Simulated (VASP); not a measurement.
# Na (P2_1/m) in VASP: single point with PBEsol

Aim: the single point of Na with PBEsol.

All numbers are computed with VASP 6.6.1; they aren't measurements. Logs are shortened: lines on timing, memory, paths and dates and some standing lists are left out, and cuts for length are marked.

## Step 1: The cell of the first run

It takes space group P2_1/m (No. 11, monoclinic). Conventional cell: a = 3.767 Å, b = 6.154 Å, c = 3.767 Å, α = 90.00°, β = 120.00°, γ = 90.00°. Within 4.8 Å of Na (site symmetry m) lie 12 Na at 3.67 to 3.87 Å.

## Step 2: Single point, PBEsol (atom 1 (Na) moved by (-0.200, +0.000) A along x and z)

File INCAR:

```
  PREC = Accurate
  ENCUT = 520
  EDIFF = 1E-6
  ISMEAR = 0
  SIGMA = 0.15
  LREAL = False
  LASPH = True
  NELM = 100
  ALGO = Fast
  ISIF = 2
  LWAVE = False
  LCHARG = True
  GGA = PS
  LELF = True
  LVHAR = True
  NBANDS = 14
```

File KPOINTS:

```
Automatic mesh
0
Gamma
  12 12 8
```

File POSCAR:

```
Na
1.0
    3.7670009976      0.0000000000      0.0000000000
   -1.8835004988      3.2623185600      0.0000000000
    0.0000000000      0.0000000000      6.1540000000
Na
2
Direct
    0.2802407007      0.6666666667      0.2500000000
    0.6666666667      0.3333333333      0.7500000000
```

Potentials or basis: VASP PAW PBE potentials, release 64 (Na_pv).

Run with:

```console
cat potpaw_PBE.64/Na_pv/POTCAR > POTCAR
mpirun -np 1 vasp_std > vasp.out
```

OUTCAR:

```text
PREC = Accurate
   ENCUT = 520
   EDIFF = 1E-6
   ISMEAR = 0
   LREAL = False
   LASPH = True
   NELM = 100
   ISIF = 2
   GGA = PS

 ion  position               nearest neighbor table
   1  0.280  0.667  0.250-
   2  0.667  0.333  0.750-

  LATTYP: Found a hexagonal cell.
 ALAT       =     3.7670009976
 C/A-ratio  =     1.6336603054

  Lattice vectors:

 A1 = (   3.7670009976,   0.0000000000,   0.0000000000)
 A2 = (  -1.8835004988,   3.2623185600,   0.0000000000)
 A3 = (   0.0000000000,   0.0000000000,   6.1540000000)

Analysis of symmetry for initial positions (statically):
=====================================================================
 Subroutine PRICEL returns:
 Original cell was already a primitive cell.

 Routine SETGRP: Setting up the symmetry group for a
 hexagonal supercell.

 Subroutine GETGRP returns: Found  4 space group operations
 (whereof  1 operations were pure point group operations)
 out of a pool of 24 trial point group operations.

The static configuration has the point symmetry C_1 .
 The point group associated with its full space group is C_2h.

Analysis of symmetry for dynamics (positions and initial velocities):
=====================================================================
 Subroutine PRICEL returns:
 Original cell was already a primitive cell.

 Routine SETGRP: Setting up the symmetry group for a
 hexagonal supercell.

 Subroutine GETGRP returns: Found  4 space group operations
 (whereof  1 operations were pure point group operations)
 out of a pool of 24 trial point group operations.

The dynamic configuration has the point symmetry C_1 .
 The point group associated with its full space group is C_2h.

 Subroutine INISYM returns: Found  4 space group operations
 (whereof  1 operations are pure point group operations),
 and found     1 'primitive' translations

----------------------------------------------------------------------------------------

                                     Primitive cell

  volume of cell :      75.6275

  direct lattice vectors                    reciprocal lattice vectors
     3.767000998  0.000000000  0.000000000     0.265463163  0.153265229  0.000000000
    -1.883500499  3.262318560  0.000000000     0.000000000  0.306530457  0.000000000
     0.000000000  0.000000000  6.154000000     0.000000000  0.000000000  0.162495938

  length of vectors
     3.767000998  3.767000998  6.154000000     0.306530457  0.306530457  0.162495938

  position of ions in fractional coordinates (direct lattice)
     0.280240701  0.666666667  0.250000000
     0.666666667  0.333333333  0.750000000

  ion indices of the primitive-cell ions
   primitive index   ion index
                 1           1
                 2           2

----------------------------------------------------------------------------------------

 KPOINTS: Automatic mesh

Automatic generation of k-mesh.
 Grid dimensions read from file:
 generate k-points for:   12   12    8

 Generating k-lattice:

  Cartesian coordinates                     Fractional coordinates (reciprocal lattice)
     0.022121930  0.012772102  0.000000000     0.083333333 -0.000000000  0.000000000
     0.000000000  0.025544205  0.000000000     0.000000000  0.083333333  0.000000000
     0.000000000  0.000000000  0.020311992     0.000000000  0.000000000  0.125000000

  Length of vectors
     0.025544205  0.025544205  0.020311992

  Shift w.r.t. Gamma in fractional coordinates (k-lattice)
     0.000000000  0.000000000  0.000000000

 Subroutine IBZKPT returns following result:
 ===========================================

 Found    370 irreducible k-points:

 Following reciprocal coordinates:
            Coordinates               Weight
  0.000000  0.000000  0.000000      1.000000
  0.083333  0.000000  0.000000      2.000000
  0.000000  0.083333  0.000000      2.000000
 -0.083333  0.083333  0.000000      2.000000
  0.166667  0.000000  0.000000      2.000000
  0.000000  0.166667  0.000000      2.000000
[... 16 lines left out ...]
  0.166667  0.083333  0.000000      2.000000
 -0.083333  0.250000  0.000000      2.000000
 [... further k-points ...]
   k-points           NKPTS =    370   k-points in BZ     NKDIM =    370   number of bands    NBANDS=     14
   number of dos      NEDOS =    301   number of ions     NIONS =      2
   total plane-waves  NPLWV =  37632
   dimension x,y,z NGX =    28 NGY =   28 NGZ =   48
   dimension x,y,z NGXF=    56 NGYF=   56 NGZF=   96
   ions per type =               2
   NGX,Y,Z   is equivalent  to a cutoff of  12.36, 12.36, 12.97 a.u.
   NGXF,Y,Z  is equivalent  to a cutoff of  24.71, 24.71, 25.93 a.u.
 SYSTEM =  unknown system
   PREC   = accura    normal or accurate (medium, high low for compatibility)
   ISTART =      0    job   : 0-new  1-cont  2-samecut
   ICHARG =      2    charge: 1-file 2-atom 10-const
   ISPIN  =      1    spin polarized calculation?
   LNONCOLLINEAR =      F non collinear calculations
   LSORBIT =      F    spin-orbit coupling
   LASPH  =      T    aspherical Exc in radial PAW
   ENCUT  =  520.0 eV  38.22 Ry    6.18 a.u.   7.00  7.00 11.44*2*pi/ulx,y,z
   NELM   =    100;   NELMIN=  2; NELMDL= -5     # of ELM steps
   EDIFF  = 0.1E-05   stopping-criterion for ELM
   LREAL  =      F    real-space projection
   EDIFFG = 0.1E-04   stopping-criterion for IOM
   NSW    =      0    number of steps for IOM
   IBRION =     -1    ionic relax: 0-MD 1-quasi-New 2-CG
   NFREE  =      0    steps in history (QN), initial steepest desc. (CG)
   ISIF   =      2    stress and relaxation
   ISYM   =      2    0-nonsym 1-usesym 2-fastsym
   POTIM  = 0.5000    time-step for ionic-motion
   TEBEG  =    0.0;   TEEND  =   0.0 temperature during run
   PSTRESS=    0.0 pullay stress
   NELECT =      14.0000    total number of electrons
   NUPDOWN=      -1.0000    fix difference up-down
   EMIN   =  10.00;   EMAX   =-10.00  energy-range for DOS
   EFERMI =   0.00;   METHOD = LEGACY
   ISMEAR =     0;   SIGMA  =   0.15  broadening in eV -4-tet -1-fermi 0-gaus
   EFERMI_NEDOS =   21; number of points for ismear=-14 and -15
   IALGO  =     68    algorithm
   IMIX   =      4    mixing-type and parameters
     AMIX     =   0.40;   BMIX     =  1.00
     AMIX_MAG =   1.60;   BMIX_MAG =  1.00
  volume/ion in A,a.u.               =      37.81       255.18
  Fermi-wavevector in a.u.,A,eV,Ry     =   0.933020  1.763152 11.844231  0.870526
  Thomas-Fermi vector in A             =   2.059678
   LORBIT       =      0    0 simple, 1 ext, 2 COOP (PROOUT), +10 PAW based schemes
   GGA     = PS    functional components
   LHFCALC =     F    Hartree Fock is set to
   AEXX    =    0.0000 exact exchange contribution
   IVDW    =     0    specifies the selected vdW correction
   LEPSILON=     F    determine dielectric tensor
   LRPA    =     F    only Hartree local field effects (RPA)
 non-spin polarized calculation
 RMM-DIIS sequential band-by-band and
 Gauss-broadening in eV      SIGMA  =   0.15
  energy-cutoff  :      520.00
  volume of cell :       75.63
 maximum number of plane-waves:      2059
   NGX = 13   NGY = 13   NGZ = 23

 number of electron      14.0000011 magnetization

 Free energy of the ion-electron system (eV)
  ---------------------------------------------------
  ext. energy  EPLUGINS =         0.00000000
  ---------------------------------------------------
  free energy    TOTEN  =        -2.80273246 eV

  energy without entropy =       -2.79365476  energy(sigma->0) =       -2.79819361

 E-fermi :   0.2405     XC(G=0):  -6.4485

 val. band max:        0.2290284595   @ k =  -0.2500   0.5000   0.3750
 cond. band min:       0.3055318898   @ k =   0.4167   0.0833   0.2500
 fundamental gap:      0.0765034303
 Fermi energy:         0.2405445343

 k-point     1 :       0.0000    0.0000    0.0000
  band No.  band energies     occupation
      1     -24.5818      2.00000
      2     -24.5547      2.00000
      3     -24.5507      2.00000
      4     -24.5485      2.00000
      5     -24.5481      2.00000
      6     -24.5479      2.00000
      7      -2.9871      2.00000
      8       0.7910      0.00000
      9       1.1968      0.00000
     10      10.0863      0.00000
     11      10.1757      0.00000
     12      10.3501      0.00000
     13      10.4954      0.00000
     14      10.6948      0.00000

 k-point     2 :       0.0833    0.0000    0.0000
  band No.  band energies     occupation
      1     -24.5810      2.00000
      2     -24.5562      2.00000
      3     -24.5514      2.00000
      4     -24.5502      2.00000
      5     -24.5485      2.00000
      6     -24.5481      2.00000
      7      -2.8857      2.00000
      8       0.8812      0.00000
      9       1.2953      0.00000
     10       8.4787      0.00000
     11       9.3685      0.00000
     12       9.7850      0.00000
     13      11.2941      0.00000
     14      11.4299      0.00000

 k-point     3 :       0.0000    0.0833    0.0000
  band No.  band energies     occupation
      1     -24.5811      2.00000
      2     -24.5558      2.00000
      3     -24.5518      2.00000
      4     -24.5499      2.00000
      5     -24.5484      2.00000
      6     -24.5484      2.00000
      7      -2.8857      2.00000
      8       0.8813      0.00000
      9       1.2955      0.00000
     10       8.4620      0.00000
     11       9.3706      0.00000
     12       9.7889      0.00000
     13      11.2867      0.00000
     14      11.4622      0.00000
[... 324 lines left out ...]
 k-point    23 :       0.1667    0.0833    0.0000
  band No.  band energies     occupation
      1     -24.5765      2.00000
      2     -24.5639      2.00000
      3     -24.5597      2.00000
      4     -24.5536      2.00000
      5     -24.5507      2.00000
      6     -24.5500      2.00000
      7      -2.2815      2.00000
      8       1.4237      0.00000
      9       1.8692      0.00000
     10       5.7801      0.00000
     11       6.9497      0.00000
     12       9.1089      0.00000
     13       9.4421      0.00000
     14      10.2718      0.00000

 k-point    24 :      -0.0833    0.2500    0.0000
  band No.  band energies     occupation
      1     -24.5774      2.00000
      2     -24.5620      2.00000
      3     -24.5586      2.00000
      4     -24.5560      2.00000
      5     -24.5507      2.00000
      6     -24.5497      2.00000
      7      -2.2815      2.00000
      8       1.4243      0.00000
      9       1.8734      0.00000
     10       5.7790      0.00000
     11       6.8580      0.00000
     12       9.1312      0.00000
     13       9.5380      0.00000
     14      10.2490      0.00000

 [... further k-points ...]
[... 5 lines left out ...]
  --------------------------------------------------------------------------------------
  -------------------------------------------------------------------------------------
  Total       -0.1382299     -0.1312261     -0.1695812      0.0679205      0.0000000      0.0000000
  in kB       -2.9284178     -2.7800416     -3.5925993      1.4389051      0.0000000      0.0000000
  external PRESSURE =      -3.1003529 kB  Pullay stress =       0.0000000 kB

 VOLUME and BASIS-vectors are now :
 -----------------------------------------------------------------------------
  energy-cutoff  :      520.00
  volume of cell :       75.63
      direct lattice vectors                 reciprocal lattice vectors
     3.767000998  0.000000000  0.000000000     0.265463163  0.153265229  0.000000000
    -1.883500499  3.262318560  0.000000000     0.000000000  0.306530457  0.000000000
     0.000000000  0.000000000  6.154000000     0.000000000  0.000000000  0.162495938

 POSITION                                       TOTAL-FORCE (eV/Angst)
 -----------------------------------------------------------------------------------
     -0.20000      2.17488      1.53850         0.024364      0.004264      0.000000
      1.88350      1.08744      4.61550        -0.024364     -0.004264     -0.000000
 -----------------------------------------------------------------------------------
    total drift:                               -0.000004      0.000000      0.000000

  FREE ENERGIE OF THE ION-ELECTRON SYSTEM (eV)
  ---------------------------------------------------
  free  energy   TOTEN  =        -2.8027324575 eV

  energy  without entropy=       -2.7936547557  energy(sigma->0) =       -2.79819361
```

Run time: 4.7 min. Hardware: 1 thread of Intel Xeon Platinum 8259CL at 2.50GHz (Skylake/Cascade Lake), shared host; peak memory 0.4 GiB.

What came out:

| Item | Value |
| --- | --- |
| Free energy | -2.8027 eV |
| Pressure | -0.3 GPa |
| Largest force | 0.025 eV/Å |
| Band gap on the k mesh | zero (bands 7 and 8 overlap by 4.27 eV) |

Forces in eV/Å, atoms in the order of the input:
```
Na   0.024  0.004  0.000
Na  -0.024 -0.004  0.000
```

Stress tensor (GPa, compression positive):
```
-0.29  0.14  0.00
 0.14 -0.28  0.00
 0.00  0.00 -0.36
```

Levels at points of the mesh, in eV from the Fermi level:
| k point | band 3 | band 4 | band 5 | band 6 | band 7 | band 8 | band 9 | band 10 | band 11 | band 12 |
| --- | --- | --- | --- | --- | --- | --- | --- | --- | --- | --- |
| (0.00, 0.00, 0.00) | -24.79 | -24.79 | -24.79 | -24.79 | -3.23 | 0.55 | 0.96 | 9.85 | 9.94 | 10.11 |
| (0.50, 0.00, 0.00) | -24.80 | -24.80 | -24.80 | -24.79 | 0.26 | 0.34 | 3.82 | 3.83 | 4.39 | 4.51 |
| (0.00, 0.50, 0.00) | -24.81 | -24.80 | -24.80 | -24.79 | 0.25 | 0.36 | 3.83 | 3.83 | 4.30 | 4.55 |
| (0.50, 0.50, 0.00) | -24.81 | -24.80 | -24.79 | -24.79 | 0.23 | 0.38 | 3.83 | 3.83 | 4.22 | 4.58 |
| (0.00, 0.00, 0.50) | -24.79 | -24.79 | -24.79 | -24.79 | -2.21 | -2.21 | 5.46 | 5.46 | 10.44 | 10.44 |
| (0.50, 0.00, 0.50) | -24.80 | -24.80 | -24.80 | -24.80 | 1.04 | 1.04 | 1.54 | 1.54 | 7.59 | 7.59 |
| (0.00, 0.50, 0.50) | -24.80 | -24.80 | -24.80 | -24.80 | 1.05 | 1.05 | 1.53 | 1.53 | 7.59 | 7.59 |
| (0.50, 0.50, 0.50) | -24.80 | -24.80 | -24.80 | -24.80 | 1.06 | 1.06 | 1.51 | 1.51 | 7.63 | 7.63 |

Caveat: the cell differs from its parent crystal (atom 1 (Na) moved by (-0.200, +0.000) A along x and z); the PAW data sets were made with another functional, which shifts forces and pressure a little.
